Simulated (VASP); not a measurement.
Write the native input for VASP 6.6.1 that does the following.

```
Task                   : single point
Functional             : PBE
Potentials or basis    : VASP PAW PBE potentials, release 64 (Hf_pv, Ru_pv)
Cutoff                 : 520 eV
k mesh                 : 6 × 6 × 6
Occupations            : fermi-dirac, width 0.05 eV
Spin                   : no spin polarisation
Dipole correction      : no
Further INCAR settings : ALGO = Fast; EDIFF = 1e-06; NBANDS = 34
```

The structure of HfRu3 lies in POSCAR:

```
HfRu3
1.0
    4.1140039200      0.0000000000      0.0000000000
    0.0000000000      4.1140039200      0.0000000000
    0.0000000000      0.0000000000      3.9557730000
Hf Ru
1 3
Direct
    0.0000000000      0.0000000000      0.0000000000
    0.0000000000      0.5000000000      0.5000000000
    0.5000000000      0.0000000000      0.5000000000
    0.5000000000      0.5000000000      0.0000000000
```

These files were run (other wordings do the same):

INCAR

```
  PREC = Accurate
  ENCUT = 520
  EDIFF = 1E-6
  ISMEAR = -1
  SIGMA = 0.05
  LREAL = False
  LASPH = True
  NELM = 100
  ALGO = Fast
  ISIF = 2
  LWAVE = False
  LCHARG = False
  GGA = PE
  NBANDS = 34
```

KPOINTS

```
regular mesh
0
Gamma
  6 6 6
```

Potentials or basis: VASP PAW PBE potentials, release 64 (Hf_pv, Ru_pv).

The run is started by

```sh
$ cat potpaw_PBE.64/Hf_pv/POTCAR potpaw_PBE.64/Ru_pv/POTCAR > POTCAR
$ mpirun -np 1 vasp_std > vasp.out
```

It gave:

```
Pressure               : -16.5 GPa
Band gap on the k mesh : zero (bands 26 and 27 overlap by 2.48 eV)
```

Caveat: the cell stands under tension; spin-orbit coupling is left out, which moves the levels of the heavy elements.

Wall time 57 s on 1 thread of Intel(R) Xeon(R) Platinum 8488C (Sapphire Rapids), on a shared host, peak memory 0.21 GiB.
